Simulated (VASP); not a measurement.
# KCl: single point with PBE-based screened hybrid

Crystal: KCl.

```
K Cl
1.0
     0.00000    3.14485    3.14485
     3.14485    0.00000    3.14485
     3.14485    3.14485    0.00000
K Cl
1 1
Direct
  0.00000 0.00000 0.00000
  0.50000 0.50000 0.50000
```

| Property | Result |
| --- | --- |
| Program | VASP 6.6.1 |
| Task | single point |
| Functional | PBE-based screened hybrid |
| Potentials or basis | VASP PAW PBE potentials, release 64 (K_sv, Cl) |
| Cutoff | 520 eV |
| k mesh | 4 × 4 × 4 |
| Occupations | gaussian, width 0.01 eV |
| Spin | no spin polarisation |

The pressure is 0.3 GPa and the band gap on the k mesh is 7.89 eV, direct.

Levels at points of the mesh, in eV from the valence-band top:
```
           k point  band 4  band 5  band 6  band 7  band 8  band 9  band 10  band 11  band 12  band 13
(0.00, 0.00, 0.00)  -11.80  -11.80    0.00    0.00    0.00    7.89    11.46    11.46    11.46    12.56
(0.50, 0.00, 0.00)  -11.81  -11.58   -1.15   -0.35   -0.35   10.29    11.61    14.02    14.02    14.42
(0.50, 0.50, 0.00)  -11.86  -11.86   -0.74   -0.26   -0.26    9.31    11.33    12.95    13.74    14.15
```

Run time: 7.8 min on 1 thread of Intel(R) Xeon(R) Platinum 8488C (Sapphire Rapids), with other jobs on the host, peak memory 0.31 GiB.

Caveat: the k points lie up to 0.43 Å⁻¹ apart; the PAW data sets were made with another functional, which shifts forces and pressure a little.
